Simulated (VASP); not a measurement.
Crystal: Si2W.

```
W Si
1.0
     4.61685    0.00000    0.00000
    -2.30843    3.99831    0.00000
     0.00000    0.00000    6.65322
W Si
3 6
Direct
  0.50000 0.00000 0.50000
  0.50000 0.50000 0.83333
  0.00000 0.50000 0.16667
  0.32725 0.16363 0.16667
  0.83637 0.16363 0.83333
  0.16363 0.32725 0.50000
  0.67275 0.83637 0.16667
  0.16363 0.83637 0.83333
  0.83637 0.67275 0.50000
```

- Program: VASP 6.6.1
- Task: relaxation of cell and atoms
- Functional: LDA
- Potentials or basis: VASP PAW LDA potentials, release 64 (W_sv, Si)
- Cutoff: 500 eV
- k mesh: 7 × 7 × 4
- Occupations: fermi-dirac, width 0.05 eV
- Spin: no spin polarisation

At the start: pressure -8.6 GPa; volume 13.65 Å³/atom.

Where does the relaxation end?

Over 8 steps the energy falls by 14.3 meV/atom and the volume is 13.13 Å³/atom (-3.8 %); space group P6_222 (No. 180, to 0.1 Å) before and after.

Step by step:
```
step  energy change (eV)  largest force (eV/Å)  pressure (GPa)  volume (Å³)
   1              0.0000                0.0493           -8.55       122.82
   2              0.3199                0.0732           19.37       110.32
   3             -0.1283                0.0116           -0.20       118.28
   4             -0.1284                0.0107           -0.02       118.19
   5             -0.1283                0.0098            0.16       118.10
   6             -0.1284                0.0059           -0.26       118.30
   7             -0.1285                0.0074           -0.11       118.23
   8             -0.1285                0.0013            0.03       118.15
```

Final structure:
```
CELL_PARAMETERS angstrom
4.55615 0.00000 0.00000
-2.27807 3.94574 0.00000
0.00000 0.00000 6.57233
ATOMIC_POSITIONS crystal
W 0.50000 0.00000 0.50000
W 0.50000 0.50000 0.83333
W 0.00000 0.50000 0.16667
Si 0.32762 0.16381 0.16667
Si 0.83619 0.16381 0.83333
Si 0.16381 0.32762 0.50000
Si 0.67238 0.83619 0.16667
Si 0.16381 0.83619 0.83333
Si 0.83619 0.67238 0.50000
```
